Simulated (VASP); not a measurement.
## TiO2: single point with LDA+U

The system is TiO2.

```
CELL_PARAMETERS angstrom
-1.90200 1.90200 4.80700
1.90200 -1.90200 4.80700
1.90200 1.90200 -4.80700
ATOMIC_POSITIONS crystal
Ti 0.00000 0.00000 0.00000
Ti 0.75000 0.25000 0.50000
O 0.20760 0.20760 0.00000
O 0.95760 0.45760 0.50000
O 0.54240 0.04240 0.50000
O 0.79240 0.79240 0.00000
```

* Program: VASP 6.6.1
* Task: single point
* Functional: LDA
* Potentials or basis: VASP PAW LDA potentials, release 64 (Ti_sv, O_h)
* Cutoff: 910 eV
* k mesh: 5 × 5 × 7
* Occupations: fermi-dirac, width 0.05 eV
* Spin: collinear spin
* Starting moments: [1.0, 1.0, 0.0, 0.0, 0.0, 0.0] μB
* Hubbard terms: Ti d U = 3.0 eV
* Dipole correction: no
* Further INCAR settings: ALGO = Normal; EDIFF = 1e-06; NBANDS = 37; ISYM = 0

* Pressure: -4.7 GPa
* Largest force: 0.124 eV/Å
* Band gap on the k mesh: 2.37 eV (least direct gap 2.83 eV)
* Net moment: 0.00 μB per cell
* Valence electrons inside the program's atomic spheres: Ti 10.18; O 3.38

Forces in eV/Å, atoms in the order of the input:
```
Ti   0.000  0.000  0.000
Ti   0.000  0.000  0.000
O    0.000  0.000 -0.124
O    0.000  0.000 -0.124
O    0.000  0.000  0.124
O    0.000  0.000  0.124
```

Stress tensor (GPa, compression positive):
```
-4.33  0.00  0.00
 0.00 -4.33  0.00
 0.00  0.00 -5.54
```

Levels at points of the mesh, in eV from the valence-band top:
Spin up:
```csv
k point,band 22,band 23,band 24,band 25,band 26,band 27
"(0.00, 0.00, 0.00)",-0.79,-0.47,-0.47,2.37,3.12,4.15
```
Spin down:
```
           k point  band 22  band 23  band 24  band 25  band 26  band 27
(0.00, 0.00, 0.00)    -0.79    -0.47    -0.47     2.37     3.12     4.15
```

Eigenvalues of the final occupation matrices:
| site | spin | trace | eigenvalues |
| --- | --- | --- | --- |
| site 1 d | 1 | 0.84 | 0.11 0.11 0.11 0.25 0.25 |
| site 1 d | 2 | 0.84 | 0.11 0.11 0.11 0.25 0.25 |
| site 2 d | 1 | 0.84 | 0.11 0.11 0.11 0.25 0.25 |
| site 2 d | 2 | 0.84 | 0.11 0.11 0.11 0.25 0.25 |

It took 40 min on 1 thread of Intel(R) Xeon(R) Platinum 8259CL CPU @ 2.50GHz (Skylake/Cascade Lake), with other jobs on the host, peak memory 0.81 GiB.

Caveat: the cell stands under tension. A k mesh can miss the band edges.
